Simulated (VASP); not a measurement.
The system is Ge.

```
Ge
1.0
     3.07052    0.00000    0.00000
    -1.53526    2.65915    0.00000
     0.00000    0.00000   10.02761
Ge
4
Cartesian
  0.0000 0.0000 0.0000
  0.0000 1.7728 2.5069
  0.0000 0.0000 5.0138
  1.5353 0.8864 7.5207
```

This isn't the form of Ge at room conditions, which is diamond.

| Item | Value |
| --- | --- |
| Program | VASP 6.6.1 |
| Task | relaxation of cell and atoms |
| Functional | PBE |
| Dispersion | D3(BJ) |
| Potentials or basis | VASP PAW PBE potentials, release 64 (Ge_d) |
| Cutoff | 500 eV |
| k mesh | 18 × 18 × 4 |
| Occupations | gaussian, width 0.1 eV |
| Spin | no spin polarisation |

At the start: pressure 2.2 GPa; volume 20.47 Å³/atom.

Where does the relaxation end?

Over 17 steps the energy falls by 30.9 meV/atom and the volume is 21.27 Å³/atom (+3.9 %); space group P6_3/mmc (No. 194, to 0.1 Å) before and after.

The path:
```
step  energy change (eV)  largest force (eV/Å)  pressure (GPa)  volume (Å³)
   1              0.0000                0.0000            2.22        81.88
   2             -0.1226                0.0000           -1.32        85.28
   3             -0.1233                0.0000           -0.49        85.14
   4             -0.1185                0.0000            3.28        84.59
   5             -0.1234                0.0000           -0.07        85.08
   6             -0.1233                0.0000            0.36        85.01
   7             -0.1234                0.0000           -0.16        85.09
   8             -0.1234                0.0000           -0.19        85.10
   9             -0.1235                0.0000            0.04        85.06
  10             -0.1235                0.0000            0.21        85.03
  11             -0.1235                0.0000            0.14        85.05
  12             -0.1235                0.0000            0.13        85.05
  13             -0.1236                0.0000            0.13        85.05
  14             -0.1236                0.0000            0.13        85.05
  15             -0.1236                0.0000            0.14        85.05
  16             -0.1236                0.0000           -0.28        85.12
  17             -0.1236                0.0000           -0.04        85.07
```

Final structure:
```
CELL_PARAMETERS angstrom
3.09813 0.00000 0.00000
-1.54906 2.68306 0.00000
0.00000 0.00000 10.23407
ATOMIC_POSITIONS crystal
Ge 0.00000 0.00000 0.00000
Ge 0.33333 0.66667 0.25000
Ge 0.00000 0.00000 0.50000
Ge 0.66667 0.33333 0.75000
```
